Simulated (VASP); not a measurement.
# Pt (Fm-3m) in VASP: relaxation of cell and atoms with LDA

Aim: the relaxation of cell and atoms of Pt with LDA.

Everything below comes from runs of VASP 6.6.1. Logs are shortened: lines on timing, memory, paths and dates and some standing lists are left out, and cuts for length are marked.

## 1. The cell of the first run

Symmetry: Fm-3m, No. 225, cubic system. The conventional cell has a = 3.894 Å, b = 3.894 Å, c = 3.894 Å, α = 90.00°, β = 90.00°, γ = 90.00°. Within 3.6 Å of Pt (site symmetry m-3m) lie 12 Pt at 2.75 Å.

## 2. Relaxation of cell and atoms, LDA

INCAR

```
PREC = Accurate
ENCUT = 600
EDIFF = 1E-6
ISMEAR = -1
SIGMA = 0.15
LREAL = F
LASPH = T
NELM = 60
ALGO = Normal
ISIF = 3
LWAVE = F
LCHARG = F
GGA = CA
IBRION = 2
NSW = 80
EDIFFG = -0.001
```

KPOINTS

```
Automatic mesh
0
Gamma
  18 18 18
```

POSCAR

```
Pt
1.0
    0.0000000000      1.9468212131      1.9468212131
    1.9468212131      0.0000000000      1.9468212131
    1.9468212131      1.9468212131      0.0000000000
Pt
1
Direct
    0.0000000000      0.0000000000      0.0000000000
```

Potentials or basis: VASP PAW LDA potentials, release 64 (Pt).

Run with:

```bash
$ cat potpaw_LDA.64/Pt/POTCAR > POTCAR
$ mpirun -np 1 vasp_std > vasp.out
```

OUTCAR:

```text
PREC = Accurate
   ENCUT = 600
   EDIFF = 1E-6
   ISMEAR = -1
   LREAL = F
   LASPH = T
   NELM = 60
   ISIF = 3
   GGA = CA
   IBRION = 2
   NSW = 80
   EDIFFG = -0.001

 ion  position               nearest neighbor table
   1  0.000  0.000  0.000-

  LATTYP: Found a face centered cubic cell.
 ALAT       =     3.8936424262

  Lattice vectors:

 A1 = (   0.0000000000,   1.9468212131,   1.9468212131)
 A2 = (   1.9468212131,   0.0000000000,   1.9468212131)
 A3 = (   1.9468212131,   1.9468212131,   0.0000000000)

Analysis of symmetry for initial positions (statically):
=====================================================================
 Subroutine PRICEL returns:
 Original cell was already a primitive cell.

 Routine SETGRP: Setting up the symmetry group for a
 face centered cubic supercell.

 Subroutine GETGRP returns: Found 48 space group operations
 (whereof 48 operations were pure point group operations)
 out of a pool of 48 trial point group operations.

The static configuration has the point symmetry O_h .

Analysis of symmetry for dynamics (positions and initial velocities):
=====================================================================
 Subroutine PRICEL returns:
 Original cell was already a primitive cell.

 Routine SETGRP: Setting up the symmetry group for a
 face centered cubic supercell.

 Subroutine GETGRP returns: Found 48 space group operations
 (whereof 48 operations were pure point group operations)
 out of a pool of 48 trial point group operations.

The dynamic configuration has the point symmetry O_h .

 Subroutine INISYM returns: Found 48 space group operations
 (whereof 48 operations are pure point group operations),
 and found     1 'primitive' translations

----------------------------------------------------------------------------------------

                                     Primitive cell

  volume of cell :      14.7573

  direct lattice vectors                    reciprocal lattice vectors
     0.000000000  1.946821213  1.946821213    -0.256828925  0.256828925  0.256828925
     1.946821213  0.000000000  1.946821213     0.256828925 -0.256828925  0.256828925
     1.946821213  1.946821213  0.000000000     0.256828925  0.256828925 -0.256828925

  length of vectors
     2.753220963  2.753220963  2.753220963     0.444840748  0.444840748  0.444840748

  position of ions in fractional coordinates (direct lattice)
     0.000000000  0.000000000  0.000000000

  ion indices of the primitive-cell ions
   primitive index   ion index
                 1           1

----------------------------------------------------------------------------------------

 KPOINTS: Automatic mesh

Automatic generation of k-mesh.
 Grid dimensions read from file:
 generate k-points for:   18   18   18

 Generating k-lattice:

  Cartesian coordinates                     Fractional coordinates (reciprocal lattice)
    -0.014268274  0.014268274  0.014268274     0.055555556  0.000000000  0.000000000
     0.014268274 -0.014268274  0.014268274     0.000000000  0.055555556  0.000000000
     0.014268274  0.014268274 -0.014268274     0.000000000  0.000000000  0.055555556

  Length of vectors
     0.024713375  0.024713375  0.024713375

  Shift w.r.t. Gamma in fractional coordinates (k-lattice)
     0.000000000  0.000000000  0.000000000

 Subroutine IBZKPT returns following result:
 ===========================================

 Found    195 irreducible k-points:

 Following reciprocal coordinates:
            Coordinates               Weight
  0.000000  0.000000  0.000000      1.000000
  0.055556  0.000000  0.000000      8.000000
  0.111111  0.000000  0.000000      8.000000
  0.166667  0.000000  0.000000      8.000000
  0.222222  0.000000  0.000000      8.000000
  0.277778  0.000000  0.000000      8.000000
[... 16 lines left out ...]
 -0.277778  0.055556  0.000000     24.000000
 -0.222222  0.055556  0.000000     24.000000
 [... further k-points ...]
   k-points           NKPTS =    195   k-points in BZ     NKDIM =    195   number of bands    NBANDS=      9
   number of dos      NEDOS =    301   number of ions     NIONS =      1
   total plane-waves  NPLWV =  13824
   dimension x,y,z NGX =    24 NGY =   24 NGZ =   24
   dimension x,y,z NGXF=    48 NGYF=   48 NGZF=   48
   ions per type =               1
   NGX,Y,Z   is equivalent  to a cutoff of  14.49, 14.49, 14.49 a.u.
   NGXF,Y,Z  is equivalent  to a cutoff of  28.98, 28.98, 28.98 a.u.
 SYSTEM =  unknown system
   PREC   = accura    normal or accurate (medium, high low for compatibility)
   ISTART =      0    job   : 0-new  1-cont  2-samecut
   ICHARG =      2    charge: 1-file 2-atom 10-const
   ISPIN  =      1    spin polarized calculation?
   LNONCOLLINEAR =      F non collinear calculations
   LSORBIT =      F    spin-orbit coupling
   LASPH  =      T    aspherical Exc in radial PAW
   ENCUT  =  600.0 eV  44.10 Ry    6.64 a.u.   5.50  5.50  5.50*2*pi/ulx,y,z
   NELM   =     60;   NELMIN=  2; NELMDL= -5     # of ELM steps
   EDIFF  = 0.1E-05   stopping-criterion for ELM
   LREAL  =      F    real-space projection
   EDIFFG = -.1E-02   stopping-criterion for IOM
   NSW    =     80    number of steps for IOM
   IBRION =      2    ionic relax: 0-MD 1-quasi-New 2-CG
   NFREE  =      1    steps in history (QN), initial steepest desc. (CG)
   ISIF   =      3    stress and relaxation
   ISYM   =      2    0-nonsym 1-usesym 2-fastsym
   POTIM  = 0.5000    time-step for ionic-motion
   TEBEG  =    0.0;   TEEND  =   0.0 temperature during run
   PSTRESS=    0.0 pullay stress
   NELECT =      10.0000    total number of electrons
   NUPDOWN=      -1.0000    fix difference up-down
   EMIN   =  10.00;   EMAX   =-10.00  energy-range for DOS
   EFERMI =   0.00;   METHOD = LEGACY
   ISMEAR =    -1;   SIGMA  =   0.15  broadening in eV -4-tet -1-fermi 0-gaus
   EFERMI_NEDOS =   21; number of points for ismear=-14 and -15
   IALGO  =     38    algorithm
   IMIX   =      4    mixing-type and parameters
     AMIX     =   0.40;   BMIX     =  1.00
     AMIX_MAG =   1.60;   BMIX_MAG =  1.00
  volume/ion in A,a.u.               =      14.76        99.59
  Fermi-wavevector in a.u.,A,eV,Ry     =   1.437933  2.717300 28.132118  2.067652
  Thomas-Fermi vector in A             =   2.556956
   LORBIT       =      0    0 simple, 1 ext, 2 COOP (PROOUT), +10 PAW based schemes
   GGA     = CA    functional components
   LHFCALC =     F    Hartree Fock is set to
   AEXX    =    0.0000 exact exchange contribution
   IVDW    =     0    specifies the selected vdW correction
   LEPSILON=     F    determine dielectric tensor
   LRPA    =     F    only Hartree local field effects (RPA)
 conjugate gradient relaxation of ions
 non-spin polarized calculation
  energy-cutoff  :      600.00
  volume of cell :       14.76
 maximum number of plane-waves:       531
 NGX is ok and might be reduce to    24
   NGX = 11   NGY = 11   NGZ = 11

--------------------------------------- Ionic step        1  -------------------------------------------

 number of electron      10.0000000 magnetization

 number of electron       9.9999999 magnetization

 Free energy of the ion-electron system (eV)
  ---------------------------------------------------
  ext. energy  EPLUGINS =         0.00000000
  ---------------------------------------------------
  free energy    TOTEN  =        -7.56429933 eV

  energy without entropy =       -7.45590748  energy(sigma->0) =       -7.51010341

------------------------ aborting loop because EDIFF is reached ----------------------------------------

  FORCE on cell =-STRESS in cart. coord.  units (eV):
  Direction    XX          YY          ZZ          XY          YZ          ZX
  --------------------------------------------------------------------------------------
  -------------------------------------------------------------------------------------
  Total        0.1576015      0.1576015      0.1576015      0.0000000     -0.0000000      0.0000000
  in kB       17.1105018     17.1105018     17.1105018      0.0000000     -0.0000000      0.0000000
  external PRESSURE =      17.1105018 kB  Pullay stress =       0.0000000 kB
[... 55 lines left out ...]
  energy  without entropy=       -7.4494394235  energy(sigma->0) =       -7.50505735

--------------------------------------- Ionic step        3  -------------------------------------------

 number of electron       9.9999999 magnetization

 Free energy of the ion-electron system (eV)
  ---------------------------------------------------
  ext. energy  EPLUGINS =         0.00000000
  ---------------------------------------------------
  free energy    TOTEN  =        -7.56473471 eV

  energy without entropy =       -7.45564346  energy(sigma->0) =       -7.51018908

 E-fermi :  11.4774     XC(G=0): -13.7810

 val. band max:       11.4758705276   @ k =   0.3889   0.2222   0.0000
 cond. band min:      11.4824655394   @ k =  -0.4444   0.2778   0.0556
 fundamental gap:      0.0065950118
 Fermi energy:        11.4773733742

 k-point     1 :       0.0000    0.0000    0.0000
  band No.  band energies     occupation
      1       1.0282      2.00000
      2       7.5383      2.00000
      3       7.5383      2.00000
      4       7.5383      2.00000
      5       9.7865      1.99997
      6       9.7865      1.99997
      7      26.0319      0.00000
      8      31.0417      0.00000
      9      31.0417      0.00000
[... 265 lines left out ...]
 k-point    24 :      -0.2222    0.0556    0.0000
  band No.  band energies     occupation
      1       3.1001      2.00000
      2       7.0362      2.00000
      3       7.9468      2.00000
      4       8.0155      2.00000
      5       9.5755      1.99999
      6      10.2809      1.99931
      7      25.2173      0.00000
      8      28.0388      0.00000
      9      32.6450      0.00000

 [... further k-points ...]
[... 5 lines left out ...]
  --------------------------------------------------------------------------------------
  -------------------------------------------------------------------------------------
  Total       -0.0002864     -0.0002864     -0.0002864      0.0000000      0.0000000     -0.0000000
  in kB       -0.0309166     -0.0309166     -0.0309166      0.0000000      0.0000000     -0.0000000
  external PRESSURE =      -0.0309166 kB  Pullay stress =       0.0000000 kB
[... 16 lines left out ...]
  FREE ENERGIE OF THE ION-ELECTRON SYSTEM (eV)
  ---------------------------------------------------
  free  energy   TOTEN  =        -7.5647347112 eV

  energy  without entropy=       -7.4556434553  energy(sigma->0) =       -7.51018908

 reached required accuracy - stopping structural energy minimisation
```

Run time: 67 s. Hardware: 1 thread of Intel Xeon 8259CL, shared host; peak memory 0.16 GiB.

Results:

```yaml
Free_energy: -7.5647 eV
Relaxed_volume: 14.84 Å³/atom
Relaxed_cell: a = 2.758 Å, b = 2.758 Å, c = 2.758 Å, α = 60.00°, β = 60.00°, γ = 60.00°
Space_group_after_relaxing_to_0.1_Å: Fm-3m (No. 225)
Energy_gained_by_relaxing: 0.4 meV/atom
Ionic_steps: 3
Pressure_after_relaxing: 0.0 GPa
Band_gap_on_the_k_mesh: zero (bands 5 and 6 overlap by 2.30 eV)
```

The path:
```csv
step,energy change (eV),largest force (eV/Å),pressure (GPa),volume (Å³)
1,0.0000,0.0000,1.71,14.76
2,0.0036,0.0000,-4.97,15.10
3,-0.0004,0.0000,0.00,14.84
```

Final structure:
```
CELL_PARAMETERS angstrom
0.00000 1.95046 1.95046
1.95046 0.00000 1.95046
1.95046 1.95046 0.00000
ATOMIC_POSITIONS crystal
Pt 0.00000 0.00000 0.00000
```

Caveat: spin-orbit coupling is left out, which moves the levels of the heavy elements.
